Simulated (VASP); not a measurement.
# As (Pm-3m) in VASP: further runs

The runs below take As through single point, with PBEsol, LDA, r2SCAN.

All numbers are computed with VASP 6.6.1; they aren't measurements. Logs are shortened: lines on timing, memory, paths and dates and some standing lists are left out, and cuts for length are marked.

### Step 1. The cell of the first run

It takes space group Pm-3m (No. 221, cubic). Conventional cell: a = 2.722 Å, b = 2.722 Å, c = 2.722 Å, α = 90.00°, β = 90.00°, γ = 90.00°. As (site symmetry m-3m) has 6 As at 2.72 Å within 3.6 Å.

### Step 2. Single point, PBEsol

Contents of INCAR:

```
PREC     = Accurate       # precision mode
ENCUT    = 520            # plane-wave cutoff, eV
EDIFF    = 1E-6           # SCF threshold, eV
ISMEAR   = -1             # smearing method
SIGMA    = 0.05           # smearing width, eV
LREAL    = F              # projectors in reciprocal space
LASPH    = T              # aspherical terms in the spheres
NELM     = 80             # most SCF steps
ALGO     = Normal         # electronic algorithm
ISIF     = 2              # what is computed and relaxed
LWAVE    = F              # write WAVECAR
LCHARG   = T              # write CHGCAR
GGA      = PS             # functional
LELF     = T              # ELF
LVHAR    = T            
NBANDS   = 8              # bands
```

Contents of KPOINTS:

```
Automatic mesh
0
Gamma
  10 10 10
```

Contents of POSCAR:

```
As
1.0
    2.7215874433      0.0000000000      0.0000000000
    0.0000000000      2.7215874433      0.0000000000
    0.0000000000      0.0000000000      2.7215874433
As
1
Direct
    0.5000000000      0.5000000000      0.5000000000
```

Potentials or basis: VASP PAW PBE potentials, release 64 (As).

On the command line:

```bash
cat potpaw_PBE.64/As/POTCAR > POTCAR
mpirun -np 1 vasp_std > vasp.out
```

OUTCAR:

```text
PREC = Accurate
   ENCUT = 520
   EDIFF = 1E-6
   ISMEAR = -1
   LREAL = F
   LASPH = T
   NELM = 80
   ISIF = 2
   GGA = PS

 ion  position               nearest neighbor table
   1  0.500  0.500  0.500-

  LATTYP: Found a simple cubic cell.
 ALAT       =     2.7215874433

  Lattice vectors:

 A1 = (   2.7215874433,   0.0000000000,   0.0000000000)
 A2 = (   0.0000000000,   2.7215874433,   0.0000000000)
 A3 = (   0.0000000000,   0.0000000000,   2.7215874433)

Analysis of symmetry for initial positions (statically):
=====================================================================
 Subroutine PRICEL returns:
 Original cell was already a primitive cell.

 Routine SETGRP: Setting up the symmetry group for a
 simple cubic supercell.

 Subroutine GETGRP returns: Found 48 space group operations
[... 9 lines left out ...]

 Routine SETGRP: Setting up the symmetry group for a
 simple cubic supercell.

 Subroutine GETGRP returns: Found 48 space group operations
[... 11 lines left out ...]
                                     Primitive cell

  volume of cell :      20.1589

  direct lattice vectors                    reciprocal lattice vectors
     2.721587443  0.000000000  0.000000000     0.367432618  0.000000000  0.000000000
     0.000000000  2.721587443  0.000000000     0.000000000  0.367432618  0.000000000
     0.000000000  0.000000000  2.721587443     0.000000000  0.000000000  0.367432618

  length of vectors
     2.721587443  2.721587443  2.721587443     0.367432618  0.367432618  0.367432618

  position of ions in fractional coordinates (direct lattice)
     0.500000000  0.500000000  0.500000000

  ion indices of the primitive-cell ions
   primitive index   ion index
                 1           1

----------------------------------------------------------------------------------------

 KPOINTS: Automatic mesh

Automatic generation of k-mesh.
 Grid dimensions read from file:
 generate k-points for:   10   10   10

 Generating k-lattice:

  Cartesian coordinates                     Fractional coordinates (reciprocal lattice)
     0.036743262  0.000000000  0.000000000     0.100000000  0.000000000  0.000000000
     0.000000000  0.036743262  0.000000000     0.000000000  0.100000000  0.000000000
     0.000000000  0.000000000  0.036743262     0.000000000  0.000000000  0.100000000

  Length of vectors
     0.036743262  0.036743262  0.036743262

[... 39 lines left out ...]
   dimension x,y,z NGXF=    40 NGYF=   40 NGZF=   40
   ions per type =               1
   NGX,Y,Z   is equivalent  to a cutoff of  12.22, 12.22, 12.22 a.u.
   NGXF,Y,Z  is equivalent  to a cutoff of  24.43, 24.43, 24.43 a.u.
 SYSTEM =  unknown system
   PREC   = accura    normal or accurate (medium, high low for compatibility)
   ISTART =      0    job   : 0-new  1-cont  2-samecut
   ICHARG =      2    charge: 1-file 2-atom 10-const
   ISPIN  =      1    spin polarized calculation?
   LNONCOLLINEAR =      F non collinear calculations
   LSORBIT =      F    spin-orbit coupling
   LASPH  =      T    aspherical Exc in radial PAW
   ENCUT  =  520.0 eV  38.22 Ry    6.18 a.u.   5.06  5.06  5.06*2*pi/ulx,y,z
   NELM   =     80;   NELMIN=  2; NELMDL= -5     # of ELM steps
   EDIFF  = 0.1E-05   stopping-criterion for ELM
   LREAL  =      F    real-space projection
   EDIFFG = 0.1E-04   stopping-criterion for IOM
   NSW    =      0    number of steps for IOM
   IBRION =     -1    ionic relax: 0-MD 1-quasi-New 2-CG
   NFREE  =      0    steps in history (QN), initial steepest desc. (CG)
   ISIF   =      2    stress and relaxation
   ISYM   =      2    0-nonsym 1-usesym 2-fastsym
   POTIM  = 0.5000    time-step for ionic-motion
   TEBEG  =    0.0;   TEEND  =   0.0 temperature during run
   PSTRESS=    0.0 pullay stress
   NELECT =       5.0000    total number of electrons
   NUPDOWN=      -1.0000    fix difference up-down
   EMIN   =  10.00;   EMAX   =-10.00  energy-range for DOS
[... 5 lines left out ...]
     AMIX     =   0.40;   BMIX     =  1.00
     AMIX_MAG =   1.60;   BMIX_MAG =  1.00
  volume/ion in A,a.u.               =      20.16       136.04
  Fermi-wavevector in a.u.,A,eV,Ry     =   1.028591  1.943754 14.394944  1.057999
  Thomas-Fermi vector in A             =   2.162595
   LORBIT       =      0    0 simple, 1 ext, 2 COOP (PROOUT), +10 PAW based schemes
   GGA     = PS    functional components
   LHFCALC =     F    Hartree Fock is set to
   AEXX    =    0.0000 exact exchange contribution
   IVDW    =     0    specifies the selected vdW correction
   LEPSILON=     F    determine dielectric tensor
   LRPA    =     F    only Hartree local field effects (RPA)
 non-spin polarized calculation
  energy-cutoff  :      520.00
  volume of cell :       20.16
 maximum number of plane-waves:       554
   NGX = 11   NGY = 11   NGZ = 11

 number of electron       5.0000001 magnetization

 Free energy of the ion-electron system (eV)
  ---------------------------------------------------
  ext. energy  EPLUGINS =         0.00000000
  ---------------------------------------------------
  free energy    TOTEN  =        -5.04210862 eV

  energy without entropy =       -5.03964946  energy(sigma->0) =       -5.04087904

 E-fermi :   5.5208     XC(G=0): -10.4702

 val. band max:        5.4724074439   @ k =   0.3000   0.3000   0.3000
 cond. band min:       5.5508935939   @ k =   0.2000   0.2000   0.0000
 fundamental gap:      0.0784861500
 Fermi energy:         5.5207641609

 k-point     1 :       0.0000    0.0000    0.0000
  band No.  band energies     occupation
      1      -9.2275      2.00000
      2       9.6576      0.00000
      3       9.6576      0.00000
      4       9.6576      0.00000
      5      14.0705      0.00000
      6      14.0705      0.00000
      7      15.8139      0.00000
      8      30.2775      0.00000
[... 243 lines left out ...]
 k-point    24 :       0.3000    0.1000    0.1000
  band No.  band energies     occupation
      1      -7.3166      2.00000
      2       2.2164      2.00000
      3       8.9856      0.00000
      4       9.4241      0.00000
      5      17.8898      0.00000
      6      18.0139      0.00000
      7      20.1888      0.00000
      8      20.8737      0.00000

 [... further k-points ...]
[... 5 lines left out ...]
  --------------------------------------------------------------------------------------
  -------------------------------------------------------------------------------------
  Total       -0.3642929     -0.3642929     -0.3642929      0.0000000     -0.0000000      0.0000000
  in kB      -28.9530599    -28.9530599    -28.9530599      0.0000000     -0.0000000      0.0000000
  external PRESSURE =     -28.9530599 kB  Pullay stress =       0.0000000 kB

 VOLUME and BASIS-vectors are now :
 -----------------------------------------------------------------------------
  energy-cutoff  :      520.00
  volume of cell :       20.16
      direct lattice vectors                 reciprocal lattice vectors
     2.721587443  0.000000000  0.000000000     0.367432618  0.000000000  0.000000000
     0.000000000  2.721587443  0.000000000     0.000000000  0.367432618  0.000000000
     0.000000000  0.000000000  2.721587443     0.000000000  0.000000000  0.367432618

 POSITION                                       TOTAL-FORCE (eV/Angst)
 -----------------------------------------------------------------------------------
      1.36079      1.36079      1.36079         0.000000      0.000000      0.000000
 -----------------------------------------------------------------------------------
    total drift:                                0.000000      0.000000      0.000000

  FREE ENERGIE OF THE ION-ELECTRON SYSTEM (eV)
  ---------------------------------------------------
  free  energy   TOTEN  =        -5.0421086179 eV

  energy  without entropy=       -5.0396494606  energy(sigma->0) =       -5.04087904
```

OSZICAR:

```text
N       E                     dE             d eps       ncg     rms          rms(c)
DAV:   1     0.759156655468E+01    0.75916E+01   -0.20350E+03   896   0.447E+02
DAV:   2    -0.491329330866E+01   -0.12505E+02   -0.12234E+02  1208   0.586E+01
DAV:   3    -0.504450605094E+01   -0.13121E+00   -0.13110E+00  1088   0.852E+00
DAV:   4    -0.504464491305E+01   -0.13886E-03   -0.13886E-03  1328   0.303E-01
DAV:   5    -0.504464497409E+01   -0.61034E-07   -0.61330E-07  1056   0.381E-03    0.204E+00
DAV:   6    -0.504304785434E+01    0.15971E-02   -0.35075E-04  1120   0.140E-01    0.120E+00
DAV:   7    -0.504209393111E+01    0.95392E-03   -0.95461E-04   968   0.224E-01    0.666E-02
DAV:   8    -0.504210801895E+01   -0.14088E-04   -0.30559E-05  1144   0.386E-02    0.373E-03
DAV:   9    -0.504210861791E+01   -0.59896E-06   -0.44266E-07  1144   0.491E-03
   1 F= -.50421086E+01 E0= -.50408790E+01  d E =-.245916E-02
```

Wall time 5.3 s (1 thread of AMD EPYC 9R14 (Zen 4), shared host); peak memory 0.09 GiB.

Results:

| Item | Value |
| --- | --- |
| Free energy | -5.0421 eV |
| Pressure | -2.9 GPa |

Levels at points of the mesh, in eV from the Fermi level:
```
           k point  band 1  band 2  band 3  band 4  band 5  band 6  band 7
(0.00, 0.00, 0.00)  -14.75    4.14    4.14    4.14    8.55    8.55   10.29
(0.50, 0.00, 0.00)  -11.68   -6.75    6.37    6.37   11.21   13.94   14.56
(0.50, 0.50, 0.00)   -8.49   -4.11   -4.11    2.56    8.46   16.33   17.39
(0.50, 0.50, 0.50)   -5.00   -1.71   -1.71   -1.71    5.99    5.99    5.99
```

Caveat: the PAW data sets were made with another functional, which shifts forces and pressure a little.

### Step 3. Single point, LDA

This run uses another cell than the first one, of 20.95 Å³/atom, 1.039 times its volume.

Contents of INCAR:

```
SYSTEM = As
PREC     = Accurate       ! precision mode
ENCUT    = 520            ! plane-wave cutoff, eV
EDIFF    = 1E-6           ! SCF threshold, eV
ISMEAR   = -1             ! smearing method
SIGMA    = 0.05           ! smearing width, eV
LREAL    = .FALSE.        ! projectors in reciprocal space
LASPH    = .TRUE.         ! aspherical terms in the spheres
NELM     = 80             ! most SCF steps
ALGO     = Normal         ! electronic algorithm
ISIF     = 2              ! what is computed and relaxed
LWAVE    = .FALSE.        ! write WAVECAR
LCHARG   = .TRUE.         ! write CHGCAR
GGA      = CA             ! functional
LELF     = .TRUE.         ! ELF
LVHAR    = .TRUE.       
NBANDS   = 8              ! bands
```

Contents of KPOINTS:

```
Automatic mesh
0
G
  10 10 10
  0 0 0
```

Contents of POSCAR:

```
As
1.0
    2.7567085743      0.0000000000      0.0000000000
    0.0000000000      2.7567085743      0.0000000000
    0.0000000000      0.0000000000      2.7567085743
As
1
Direct
    0.5000000000      0.5000000000      0.5000000000
```

Potentials or basis: VASP PAW LDA potentials, release 64 (As).

On the command line:

```bash
cat potpaw_LDA.64/As/POTCAR > POTCAR
mpirun -np 1 vasp_std > vasp.out
```

Run time: 5.2 s. Hardware: 1 thread of AMD EPYC 9R14 (Zen 4), shared host; peak memory 0.09 GiB.

Results (log left out):

| Item | Value |
| --- | --- |
| Free energy | -5.2927 eV |
| Pressure | -7.1 GPa |

Levels at points of the mesh, in eV from the Fermi level:
| k point | band 1 | band 2 | band 3 | band 4 | band 5 | band 6 | band 7 |
| --- | --- | --- | --- | --- | --- | --- | --- |
| (0.00, 0.00, 0.00) | -14.39 | 3.96 | 3.96 | 3.96 | 8.61 | 8.61 | 10.00 |
| (0.50, 0.00, 0.00) | -11.52 | -6.39 | 6.03 | 6.03 | 11.17 | 13.76 | 14.14 |
| (0.50, 0.50, 0.00) | -8.55 | -3.89 | -3.89 | 2.82 | 7.95 | 15.92 | 17.17 |
| (0.50, 0.50, 0.50) | -5.35 | -1.63 | -1.63 | -1.63 | 6.14 | 6.14 | 6.14 |

### Step 4. Single point, r2SCAN

This run uses another cell than the first one, of 18.58 Å³/atom, 0.922 times its volume.

Contents of POSCAR:

```
As
1.0
    2.6484890792      0.0000000000      0.0000000000
    0.0000000000      2.6484890792      0.0000000000
    0.0000000000      0.0000000000      2.6484890792
As
1
Direct
    0.5000000000      0.5000000000      0.5000000000
```

Contents of INCAR.step1:

```
SYSTEM = As
PREC = Accurate ; ENCUT = 520
ISMEAR = -1 ; SIGMA = 0.05
LREAL = .FALSE. ; LASPH = .TRUE.
NELM = 60 ; NBANDS = 8
GGA = PE ; ALGO = Normal
EDIFF = 1E-4 ; LWAVE = .TRUE.
LCHARG = .FALSE.
```

Contents of INCAR.step2:

```
SYSTEM = As
PREC = Accurate ; ENCUT = 520
EDIFF = 1E-7 ; ISMEAR = -1
SIGMA = 0.05 ; LREAL = .FALSE.
LASPH = .TRUE. ; NELM = 60
ALGO = Normal ; ISIF = 2
LWAVE = .FALSE. ; LCHARG = .TRUE.
METAGGA = R2SCAN ; LMIXTAU = .TRUE.
LELF = .TRUE. ; LVHAR = .TRUE.
NBANDS = 8 ; ISTART = 1
```

Contents of KPOINTS:

```
regular mesh
0
G
  10 10 10
  0 0 0
```

Potentials or basis: VASP PAW PBE potentials, release 64 (As).

On the command line:

```bash
cat potpaw_PBE.64/As/POTCAR > POTCAR
cp INCAR.step1 INCAR
mpirun -np 1 vasp_std > vasp.out
cp INCAR.step2 INCAR
mpirun -np 1 vasp_std > vasp.out
```

OUTCAR:

```text
SYSTEM = As
   PREC = Accurate
   ENCUT = 520
   EDIFF = 1E-7
   ISMEAR = -1
   LREAL = .FALSE.
   LASPH = .TRUE.
   NELM = 60
   ISIF = 2
   METAGGA = R2SCAN
   ISTART = 1

 ion  position               nearest neighbor table
   1  0.500  0.500  0.500-

  LATTYP: Found a simple cubic cell.
 ALAT       =     2.6484890792

  Lattice vectors:

 A1 = (   2.6484890792,   0.0000000000,   0.0000000000)
 A2 = (   0.0000000000,   2.6484890792,   0.0000000000)
 A3 = (   0.0000000000,   0.0000000000,   2.6484890792)

Analysis of symmetry for initial positions (statically):
=====================================================================
 Subroutine PRICEL returns:
 Original cell was already a primitive cell.

 Routine SETGRP: Setting up the symmetry group for a
 simple cubic supercell.

 Subroutine GETGRP returns: Found 48 space group operations
 (whereof 48 operations were pure point group operations)
 out of a pool of 48 trial point group operations.

The static configuration has the point symmetry O_h .

Analysis of symmetry for dynamics (positions and initial velocities):
=====================================================================
 Subroutine PRICEL returns:
 Original cell was already a primitive cell.

 Routine SETGRP: Setting up the symmetry group for a
 simple cubic supercell.

 Subroutine GETGRP returns: Found 48 space group operations
 (whereof 48 operations were pure point group operations)
 out of a pool of 48 trial point group operations.

The dynamic configuration has the point symmetry O_h .

 Subroutine INISYM returns: Found 48 space group operations
 (whereof 48 operations are pure point group operations),
 and found     1 'primitive' translations

----------------------------------------------------------------------------------------

                                     Primitive cell

  volume of cell :      18.5778

[... 107 lines left out ...]
  volume/ion in A,a.u.               =      18.58       125.37
  Fermi-wavevector in a.u.,A,eV,Ry     =   1.056980  1.997402 15.200512  1.117206
  Thomas-Fermi vector in A             =   2.192236
   LORBIT       =      0    0 simple, 1 ext, 2 COOP (PROOUT), +10 PAW based schemes
   METAGGA = R2SCAN    functional components
   LHFCALC =     F    Hartree Fock is set to
   AEXX    =    0.0000 exact exchange contribution
   IVDW    =     0    specifies the selected vdW correction
   LEPSILON=     F    determine dielectric tensor
   LRPA    =     F    only Hartree local field effects (RPA)
 non-spin polarized calculation
  energy-cutoff  :      520.00
  volume of cell :       18.58
 maximum number of plane-waves:       516
 NGX is ok and might be reduce to    20
   NGX =  9   NGY =  9   NGZ =  9

 number of electron       5.0000000 magnetization

 Free energy of the ion-electron system (eV)
  ---------------------------------------------------
  ext. energy  EPLUGINS =         0.00000000
  ---------------------------------------------------
  free energy    TOTEN  =       -14.55240873 eV

  energy without entropy =      -14.55091525  energy(sigma->0) =      -14.55166199

 E-fermi :   6.5026     XC(G=0): -11.2012

 val. band max:        6.2561132637   @ k =   0.5000   0.3000   0.3000
 cond. band min:       6.5117387654   @ k =   0.2000   0.2000   0.2000
 fundamental gap:      0.2556255017
 Fermi energy:         6.5026389919

 k-point     1 :       0.0000    0.0000    0.0000
  band No.  band energies     occupation
      1      -9.7530      2.00000
      2      11.1405      0.00000
      3      11.1405      0.00000
      4      11.1405      0.00000
      5      15.4790      0.00000
      6      15.4790      0.00000
      7      18.7436      0.00000
      8      33.3604      0.00000
[... 243 lines left out ...]
 k-point    24 :       0.3000    0.1000    0.1000
  band No.  band energies     occupation
      1      -7.5705      2.00000
      2       2.7173      2.00000
      3      10.2787      0.00000
      4      11.0278      0.00000
      5      20.0388      0.00000
      6      20.3578      0.00000
      7      22.3293      0.00000
      8      23.5338      0.00000

 [... further k-points ...]

------------------------ aborting loop because EDIFF is reached ----------------------------------------

  FORCE on cell =-STRESS in cart. coord.  units (eV):
  Direction    XX          YY          ZZ          XY          YZ          ZX
  --------------------------------------------------------------------------------------
  -------------------------------------------------------------------------------------
  Total        0.7291881      0.7291881      0.7291881      0.0000000      0.0000000     -0.0000000
  in kB       62.8862337     62.8862337     62.8862337      0.0000000      0.0000000     -0.0000000
  external PRESSURE =      62.8862337 kB  Pullay stress =       0.0000000 kB

 VOLUME and BASIS-vectors are now :
 -----------------------------------------------------------------------------
  energy-cutoff  :      520.00
  volume of cell :       18.58
      direct lattice vectors                 reciprocal lattice vectors
     2.648489079  0.000000000  0.000000000     0.377573768  0.000000000  0.000000000
     0.000000000  2.648489079  0.000000000     0.000000000  0.377573768  0.000000000
     0.000000000  0.000000000  2.648489079     0.000000000  0.000000000  0.377573768

 POSITION                                       TOTAL-FORCE (eV/Angst)
 -----------------------------------------------------------------------------------
      1.32424      1.32424      1.32424         0.000000      0.000000      0.000000
 -----------------------------------------------------------------------------------
    total drift:                                0.000000      0.000000      0.000000

  FREE ENERGIE OF THE ION-ELECTRON SYSTEM (eV)
  ---------------------------------------------------
  free  energy   TOTEN  =       -14.5524087288 eV

  energy  without entropy=      -14.5509152516  energy(sigma->0) =      -14.55166199
```

Wall time 22 s (1 thread of AMD EPYC 9R14 (Zen 4), shared host); peak memory 0.09 GiB.

What came out:

```
Free energy : -14.5524 eV
Pressure    : 6.3 GPa
```

Caveat: the PAW data sets were made with another functional, which shifts forces and pressure a little.

### Step 5. The runs side by side

```csv
level,potentials or basis,cell,gap on the mesh (eV),pressure (GPa)
PBEsol,"VASP PAW PBE potentials, release 64 (As)","a = 2.722 Å, 1 atom",none,-2.9
LDA,"VASP PAW LDA potentials, release 64 (As)","a = 2.757 Å, 1 atom",none,-7.1
r2SCAN,"VASP PAW PBE potentials, release 64 (As)","a = 2.648 Å, 1 atom",none,6.3
```

Alike in all rows: task single point; no spin polarisation; k mesh 10 × 10 × 10; cutoff (eV) 520; smearing fermi-dirac 0.05 eV.

Caveats: the PAW data sets were made with another functional, which shifts forces and pressure a little (some runs).

Total energies depend on the potentials used, so only differences within one code and one set of settings carry meaning.
